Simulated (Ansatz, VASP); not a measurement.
Al2H: VASP beside Ansatz

```xyz
3
Lattice="-1.8791 1.8791 3.9806 1.8791 -1.8791 3.9806 1.8791 1.8791 -3.9806" Properties=species:S:1:pos:R:3 pbc="T T T"
Al    0.0000    0.0000    6.2498
Al    0.0000    0.0000    1.7115
H     0.0000    0.0000    0.0000
```

Alike in both runs: functional PBE; k mesh 18 × 18 × 18; occupations gaussian, width 0.1 eV; no spin polarisation.

Ansatz relaxed the structure, and its values are those at the end. VASP's run is a single point on that final structure, the one shown.

|  | VASP | Ansatz |
| --- | --- | --- |
| version | VASP 6.6.1 | Ansatz 0.2.0 |
| potentials or method | VASP PAW PBE potentials, release 64 (Al, H), cutoff 520 eV | scalar-relativistic, plane waves, PAW |
| valence electrons in the cell | 7 | 7 |

|  | VASP | Ansatz | Ansatz less VASP |
| --- | --- | --- | --- |
| gap on the k mesh at the Fermi level (eV) | none | none | - |
| pressure (GPa) | -0.1 | 0.0 | +0.06 |
| rms of the force components (eV/Å) | 0.005 | 0.001 | -0.0035 |

A gap of «none» marks a metal or a gap that the smearing closes.
